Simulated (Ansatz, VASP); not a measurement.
Two plane-wave programs on Pb2Se

```xyz
6
Lattice="5.8325 0.0000 0.0000 0.0000 5.8325 0.0000 0.0000 0.0000 5.8325" Properties=species:S:1:pos:R:3 pbc="T T T"
Pb    1.4581    1.4581    1.4581
Pb    1.4581    4.3744    4.3744
Pb    4.3744    4.3744    1.4581
Pb    4.3744    1.4581    4.3744
Se    0.0000    0.0000    0.0000
Se    2.9163    2.9163    2.9163
```

Alike in both runs: task relaxation of cell and atoms; functional PBE; k mesh 4 × 4 × 4; occupations gaussian, width 0.1 eV; no spin polarisation.

|  | VASP | Ansatz |
| --- | --- | --- |
| version | VASP 6.6.1 | Ansatz 0.2.0 |
| potentials or method | VASP PAW PBE potentials, release 64 (Pb_d, Se), cutoff 600 eV | scalar-relativistic, plane waves, PAW |
| valence electrons in the cell | 68 | 88 |

VASP gave:

```
gap on the k mesh at the Fermi level, each at its own relaxed structure (eV)  : none
relaxed volume (Å³/atom)                                                      : 46.78
relaxed length of the cell vector where the two differ most in proportion (Å) : 6.547
```

Problem. Estimate Ansatz's values.

Solution. gap on the k mesh at the Fermi level, each at its own relaxed structure (eV): none; relaxed volume (Å³/atom): 46.65; relaxed length of the cell vector where the two differ most in proportion (Å): 6.541.

A gap of «none» marks a metal or a gap that the smearing closes. VASP's potentials hold 68 valence electrons a cell and Ansatz's 88, so a difference there can come from the potentials and not from the codes.

Neither program's run includes spin-orbit coupling. Noted on VASP's run: the volume moved by over 15 % at a fixed basis, so the end points are rough.
